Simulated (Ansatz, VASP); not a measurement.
**TiB in VASP and in Ansatz**

```
Ti B
1.0
     6.06466    0.00000    0.00000
     0.00000    3.02765    0.00000
     0.00000    0.00000    4.52758
Ti B
4 4
Cartesian
  1.0754 0.7569 0.5525
  4.9892 2.2707 3.9750
  1.9569 2.2707 2.8163
  4.1078 0.7569 1.7113
  0.1824 0.7569 2.7156
  5.8822 2.2707 1.8119
  2.8499 2.2707 0.4519
  3.2148 0.7569 4.0757
```

Alike in both runs: functional r2SCAN; k mesh 5 × 10 × 7; occupations fermi-dirac, width 0.1 eV; no spin polarisation.

Ansatz relaxed the structure, and its values are those at the end. VASP's run is a single point on that final structure, the one shown.

|  | VASP | Ansatz |
| --- | --- | --- |
| version | VASP 6.6.1 | Ansatz 0.2.0 |
| potentials or method | VASP PAW PBE potentials, release 64 (Ti_sv, B), cutoff 520 eV | PAW plane waves |
| valence electrons in the cell | 60 | 60 |

VASP gave:

| Property | Result |
| --- | --- |
| pressure (GPa) | 5.1 |
| rms of the force components (eV/Å) | 0.008 |

**Question.** What did Ansatz give for the same quantities?

**Answer.** Pressure (GPa): 4.5; rms of the force components (eV/Å): 0.003.

VASP's potentials were made for PBE, not for r2SCAN. Ansatz's warnings: stress scf threshold loose.
